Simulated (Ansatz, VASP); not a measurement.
## Two plane-wave programs on ZnO

```
Zn O
1.0
     3.27939    0.00000    0.00000
    -1.63970    2.84004    0.00000
     0.00000    0.00000    5.29323
Zn O
2 2
Direct
  0.66667 0.33333 0.50060
  0.33333 0.66667 0.00060
  0.66667 0.33333 0.87971
  0.33333 0.66667 0.37971
```

Alike in both runs: functional PBE; k mesh 12 × 12 × 6; occupations gaussian, width 0.02 eV; no spin polarisation.

Ansatz relaxed the structure, and its values are those at the end. VASP's run is a single point on that final structure, the one shown.

|  | VASP | Ansatz |
| --- | --- | --- |
| version | VASP 6.6.1 | Ansatz 0.2.0 |
| potentials or method | VASP PAW PBE potentials, release 64 (Zn, O), cutoff 520 eV | scalar-relativistic, plane waves, PAW |
| valence electrons in the cell | 36 | 36 |

|  | VASP | Ansatz | Ansatz less VASP |
| --- | --- | --- | --- |
| gap on the k mesh at the Fermi level (eV) | 0.73 | 0.74 | +0.016 |
| least direct gap on the mesh (eV) | 0.73 | 0.74 | +0.016 |
| pressure (GPa) | 0.9 | 0.0 | -0.90 |

The functional is the same, so the differences come from potentials, cutoffs and numerics.
